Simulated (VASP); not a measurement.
# MgI (F-43m) in VASP: further runs

Runs on MgI. Level: PBE. Tasks: single point, relaxation of cell and atoms.

All numbers are computed with VASP 6.6.1; they aren't measurements. Logs are shortened: lines on timing, memory, paths and dates and some standing lists are left out, and cuts for length are marked.

### Step 1. The cell of the first run

The structure is cubic, space group F-43m (No. 216). The conventional cell has a = 7.265 Å, b = 7.265 Å, c = 7.265 Å, α = 90.00°, β = 90.00°, γ = 90.00°. Within 4.1 Å of Mg (site symmetry -43m) lie 4 I at 3.15 Å. Within 4.1 Å of I (site symmetry -43m) lie 4 Mg at 3.15 Å.

### Step 2. Single point, PBE

The input, INCAR:

```
SYSTEM = MgI
PREC     = Accurate       ! precision mode
ENCUT    = 520            ! plane-wave cutoff, eV
EDIFF    = 1E-6           ! SCF threshold, eV
ISMEAR   = 0              ! smearing method
SIGMA    = 0.1            ! smearing width, eV
LREAL    = .False.        ! projectors in reciprocal space
LASPH    = .True.         ! aspherical terms in the spheres
NELM     = 100            ! most SCF steps
ALGO     = Normal         ! electronic algorithm
ISIF     = 2              ! what is computed and relaxed
LWAVE    = .False.        ! write WAVECAR
LCHARG   = .False.        ! write CHGCAR
GGA      = PE             ! functional
NBANDS   = 12             ! bands
```

The input, KPOINTS:

```
regular mesh
0
Gamma
  14 14 14
  0 0 0
```

The input, POSCAR:

```
MgI
1.0
    0.0000000000      3.6327301098      3.6327301098
    3.6327301098      0.0000000000      3.6327301098
    3.6327301098      3.6327301098      0.0000000000
Mg I
1 1
Direct
    0.0000000000      0.0000000000      0.0000000000
    0.7500000000      0.7500000000      0.7500000000
```

Potentials or basis: VASP PAW PBE potentials, release 64 (Mg, I).

Launch:

```bash
$ cat potpaw_PBE.64/Mg/POTCAR potpaw_PBE.64/I/POTCAR > POTCAR
$ mpirun -np 1 vasp_std > vasp.out
```

OUTCAR:

```text
SYSTEM = MgI
   PREC = Accurate
   ENCUT = 520
   EDIFF = 1E-6
   ISMEAR = 0
   LREAL = .False.
   LASPH = .True.
   NELM = 100
   ISIF = 2
   GGA = PE

 ion  position               nearest neighbor table
   1  0.000  0.000  0.000-   2 3.15   2 3.15   2 3.15   2 3.15
   2  0.750  0.750  0.750-   1 3.15   1 3.15   1 3.15   1 3.15

  LATTYP: Found a face centered cubic cell.
 ALAT       =     7.2654602196

  Lattice vectors:

 A1 = (   0.0000000000,   3.6327301098,   3.6327301098)
 A2 = (   3.6327301098,   0.0000000000,   3.6327301098)
 A3 = (   3.6327301098,   3.6327301098,   0.0000000000)

Analysis of symmetry for initial positions (statically):
=====================================================================
 Subroutine PRICEL returns:
 Original cell was already a primitive cell.

 Routine SETGRP: Setting up the symmetry group for a
 face centered cubic supercell.

 Subroutine GETGRP returns: Found 24 space group operations
 (whereof 24 operations were pure point group operations)
 out of a pool of 48 trial point group operations.

The static configuration has the point symmetry T_d .

Analysis of symmetry for dynamics (positions and initial velocities):
=====================================================================
 Subroutine PRICEL returns:
 Original cell was already a primitive cell.

 Routine SETGRP: Setting up the symmetry group for a
 face centered cubic supercell.

 Subroutine GETGRP returns: Found 24 space group operations
 (whereof 24 operations were pure point group operations)
 out of a pool of 48 trial point group operations.

The dynamic configuration has the point symmetry T_d .

 Subroutine INISYM returns: Found 24 space group operations
 (whereof 24 operations are pure point group operations),
 and found     1 'primitive' translations

----------------------------------------------------------------------------------------

                                     Primitive cell

  volume of cell :      95.8803

  direct lattice vectors                    reciprocal lattice vectors
     0.000000000  3.632730110  3.632730110    -0.137637530  0.137637530  0.137637530
     3.632730110  0.000000000  3.632730110     0.137637530 -0.137637530  0.137637530
     3.632730110  3.632730110  0.000000000     0.137637530  0.137637530 -0.137637530

  length of vectors
     5.137456190  5.137456190  5.137456190     0.238395195  0.238395195  0.238395195

  position of ions in fractional coordinates (direct lattice)
     0.000000000  0.000000000  0.000000000
[... 88 lines left out ...]
   PSTRESS=    0.0 pullay stress
   NELECT =       9.0000    total number of electrons
   NUPDOWN=      -1.0000    fix difference up-down
   EMIN   =  10.00;   EMAX   =-10.00  energy-range for DOS
   EFERMI =   0.00;   METHOD = LEGACY
   ISMEAR =     0;   SIGMA  =   0.10  broadening in eV -4-tet -1-fermi 0-gaus
   EFERMI_NEDOS =   21; number of points for ismear=-14 and -15
   IALGO  =     38    algorithm
   IMIX   =      4    mixing-type and parameters
     AMIX     =   0.40;   BMIX     =  1.00
     AMIX_MAG =   1.60;   BMIX_MAG =  1.00
  volume/ion in A,a.u.               =      47.94       323.52
  Fermi-wavevector in a.u.,A,eV,Ry     =   0.744011  1.405976  7.531532  0.553552
  Thomas-Fermi vector in A             =   1.839262
   LORBIT       =      0    0 simple, 1 ext, 2 COOP (PROOUT), +10 PAW based schemes
   GGA     = PE    functional components
   LHFCALC =     F    Hartree Fock is set to
   AEXX    =    0.0000 exact exchange contribution
   IVDW    =     0    specifies the selected vdW correction
   LEPSILON=     F    determine dielectric tensor
   LRPA    =     F    only Hartree local field effects (RPA)
 non-spin polarized calculation
 Gauss-broadening in eV      SIGMA  =   0.10
  energy-cutoff  :      520.00
  volume of cell :       95.88
 maximum number of plane-waves:      2637
 NGX is ok and might be reduce to    40
   NGX = 19   NGY = 19   NGZ = 19

 number of electron       9.0000000 magnetization

 Free energy of the ion-electron system (eV)
  ---------------------------------------------------
  ext. energy  EPLUGINS =         0.00000000
  ---------------------------------------------------
  free energy    TOTEN  =        -3.36016783 eV

  energy without entropy =       -3.35206065  energy(sigma->0) =       -3.35611424

 E-fermi :   2.4104     XC(G=0):  -6.6565

 val. band max:        2.3932308558   @ k =  -0.4286   0.2143   0.0714
 cond. band min:       2.4105412095   @ k =   0.4286   0.2857   0.0714
 fundamental gap:      0.0173103536
 Fermi energy:         2.4104473036

 k-point     1 :       0.0000    0.0000    0.0000
  band No.  band energies     occupation
      1     -11.9662      2.00000
      2      -1.6276      2.00000
      3      -1.6276      2.00000
      4      -1.6276      2.00000
      5       0.4738      2.00000
      6       4.7279      0.00000
      7       4.7279      0.00000
      8       4.7279      0.00000
      9       7.3289      0.00000
     10       7.6072      0.00000
     11       7.6072      0.00000
     12       9.2188      0.00000
[... 331 lines left out ...]
 k-point    24 :       0.2857    0.1429    0.0000
  band No.  band energies     occupation
      1     -11.8981      2.00000
      2      -2.5379      2.00000
      3      -1.8148      2.00000
      4      -1.8142      2.00000
      5       1.7595      2.00000
      6       3.9875      0.00000
      7       5.1325      0.00000
      8       5.2764      0.00000
      9       6.4054      0.00000
     10       7.9407      0.00000
     11       8.6653      0.00000
     12       9.7136      0.00000

 [... further k-points ...]

------------------------ aborting loop because EDIFF is reached ----------------------------------------

  FORCE on cell =-STRESS in cart. coord.  units (eV):
  Direction    XX          YY          ZZ          XY          YZ          ZX
  --------------------------------------------------------------------------------------
  -------------------------------------------------------------------------------------
  Total       -0.0105524     -0.0105524     -0.0105524      0.0000000      0.0000000      0.0000000
  in kB       -0.1763320     -0.1763320     -0.1763320      0.0000000      0.0000000      0.0000000
  external PRESSURE =      -0.1763320 kB  Pullay stress =       0.0000000 kB

 VOLUME and BASIS-vectors are now :
 -----------------------------------------------------------------------------
  energy-cutoff  :      520.00
  volume of cell :       95.88
      direct lattice vectors                 reciprocal lattice vectors
     0.000000000  3.632730110  3.632730110    -0.137637530  0.137637530  0.137637530
     3.632730110  0.000000000  3.632730110     0.137637530 -0.137637530  0.137637530
     3.632730110  3.632730110  0.000000000     0.137637530  0.137637530 -0.137637530

 POSITION                                       TOTAL-FORCE (eV/Angst)
 -----------------------------------------------------------------------------------
      0.00000      0.00000      0.00000         0.000000      0.000000      0.000000
      5.44910      5.44910      5.44910        -0.000000     -0.000000     -0.000000
 -----------------------------------------------------------------------------------
    total drift:                                0.000000      0.000000      0.000000

  FREE ENERGIE OF THE ION-ELECTRON SYSTEM (eV)
  ---------------------------------------------------
  free  energy   TOTEN  =        -3.3601678327 eV

  energy  without entropy=       -3.3520606482  energy(sigma->0) =       -3.35611424
```

OSZICAR:

```text
N       E                     dE             d eps       ncg     rms          rms(c)
DAV:   1     0.344126174397E+02    0.34413E+02   -0.28701E+03  2496   0.506E+02
DAV:   2    -0.164819278811E+00   -0.34577E+02   -0.33052E+02  3016   0.871E+01
DAV:   3    -0.339529876992E+01   -0.32305E+01   -0.32215E+01  3172   0.291E+01
DAV:   4    -0.346371392044E+01   -0.68415E-01   -0.68410E-01  3524   0.502E+00
DAV:   5    -0.346432653914E+01   -0.61262E-03   -0.61262E-03  3156   0.454E-01    0.778E+00
DAV:   6    -0.337433070658E+01    0.89996E-01   -0.16581E-01  2804   0.132E+00    0.460E+00
DAV:   7    -0.336122056575E+01    0.13110E-01   -0.13960E-01  2980   0.123E+00    0.522E-01
DAV:   8    -0.336004334663E+01    0.11772E-02   -0.17167E-02  2684   0.499E-01    0.220E-01
DAV:   9    -0.336006745067E+01   -0.24104E-04   -0.97520E-04  2968   0.142E-01    0.672E-02
DAV:  10    -0.336015172041E+01   -0.84270E-04   -0.11888E-04  2900   0.530E-02    0.407E-02
DAV:  11    -0.336016944151E+01   -0.17721E-04   -0.10064E-04  2876   0.346E-02    0.169E-02
DAV:  12    -0.336016684684E+01    0.25947E-05   -0.19241E-05  2884   0.163E-02    0.148E-02
DAV:  13    -0.336016783268E+01   -0.98584E-06   -0.62625E-07  2944   0.412E-03
   1 F= -.33601678E+01 E0= -.33561142E+01  d E =-.810718E-02
```

stdout:

```text
POSCAR found type information on POSCAR MgI
 POSCAR found :  2 types and       2 ions
 scaLAPACK will be used
 LDA part: xc-table for (Slater+PW92), standard interpolation
 POSCAR, INCAR and KPOINTS ok, starting setup
 FFT: planning ... GRIDC
 FFT: planning ... GRID_SOFT
 FFT: planning ... GRID
 WAVECAR not read
 entering main loop
```

It took 58 s on 1 thread of AMD EPYC 9R45 (Zen 5), shared host; peak memory 0.29 GiB.

Results:

| Property | Result |
| --- | --- |
| Free energy | -3.3602 eV |
| Pressure | 0.0 GPa |

Levels at points of the mesh, in eV from the Fermi level:
```tsv
k point	band 3	band 4	band 5	band 6	band 7	band 8
(0.00, 0.00, 0.00)	-4.04	-4.04	-1.94	2.32	2.32	2.32
(0.50, 0.00, 0.00)	-4.21	-4.21	-0.56	2.52	2.52	2.75
(0.50, 0.50, 0.00)	-4.51	-4.51	0.19	0.46	4.05	4.51
```

Caveat: spin-orbit coupling is left out, which moves the levels of the heavy elements; an odd number of electrons without spin polarisation forces a metal; a magnetic or distorted state may lie lower.

### Step 3. Relaxation of cell and atoms, PBE

This run uses another cell than the first one, of 36.76 Å³/atom, 0.767 times its volume.

The input, INCAR:

```
ALGO = Normal ; EDIFF = 1E-6
EDIFFG = -0.01 ; ENCUT = 600
GGA = PE ; IBRION = 2
ISIF = 3 ; ISMEAR = 0
LASPH = True ; LCHARG = False
LREAL = False ; LWAVE = False
NELM = 100 ; NSW = 100
PREC = Accurate ; SIGMA = 0.1
```

The input, KPOINTS:

```
k-points
0
Gamma
  14 14 14
```

The input, POSCAR:

```
MgI
1.0
    0.0000000000      3.3251422000      3.3251422000
    3.3251422000      0.0000000000      3.3251422000
    3.3251422000      3.3251422000      0.0000000000
Mg I
1 1
Direct
    0.0000000000      0.0000000000      0.0000000000
    0.7500000000      0.7500000000      0.7500000000
```

Potentials or basis: VASP PAW PBE potentials, release 64 (Mg, I).

Launch:

```bash
$ cat potpaw_PBE.64/Mg/POTCAR potpaw_PBE.64/I/POTCAR > POTCAR
$ mpirun -np 1 vasp_std > vasp.out
```

Run time: 2.8 min. Hardware: 1 thread of AMD EPYC 9R45 (Zen 5), shared host; peak memory 0.29 GiB.

The run converged. Its results:

```
Free energy                            : -3.3598 eV
Relaxed volume                         : 47.78 Å³/atom
Relaxed cell                           : a = 5.132 Å, b = 5.132 Å, c = 5.132 Å, α = 60.00°, β = 60.00°, γ = 60.00°
Space group after relaxing (to 0.05 Å) : F-43m (No. 216)
Energy gained by relaxing              : 126.8 meV/atom
Ionic steps                            : 5
Pressure after relaxing                : 0.0 GPa
```

Step by step:
| step | energy change (eV) | largest force (eV/Å) | pressure (GPa) | volume (Å³) |
| --- | --- | --- | --- | --- |
| 1 | 0.0000 | 0.0000 | 3.89 | 73.53 |
| 2 | -0.1785 | 0.0000 | 2.05 | 83.44 |
| 3 | -0.2474 | 0.0000 | -0.48 | 99.77 |
| 4 | -0.2536 | 0.0000 | -0.04 | 96.06 |
| 5 | -0.2536 | 0.0000 | 0.02 | 95.57 |

Final structure:
```
CELL_PARAMETERS angstrom
0.00000 3.62875 3.62875
3.62875 0.00000 3.62875
3.62875 3.62875 0.00000
ATOMIC_POSITIONS crystal
Mg 0.00000 0.00000 0.00000
I 0.75000 0.75000 0.75000
```

Levels at points of the mesh, in eV from the Fermi level:
| k point | band 2 | band 3 | band 4 | band 5 | band 6 | band 7 | band 8 |
| --- | --- | --- | --- | --- | --- | --- | --- |
| (0.00, 0.00, 0.00) | -4.05 | -4.05 | -4.05 | -1.94 | 2.31 | 2.31 | 2.31 |
| (0.50, 0.00, 0.00) | -5.53 | -4.22 | -4.22 | -0.56 | 2.51 | 2.51 | 2.75 |
| (0.50, 0.50, 0.00) | -5.49 | -4.52 | -4.52 | 0.19 | 0.45 | 4.05 | 4.51 |

Caveat: the volume moved by over 15 % at a fixed basis, so the end points are rough; spin-orbit coupling is left out, which moves the levels of the heavy elements; an odd number of electrons without spin polarisation forces a metal; a magnetic or distorted state may lie lower.
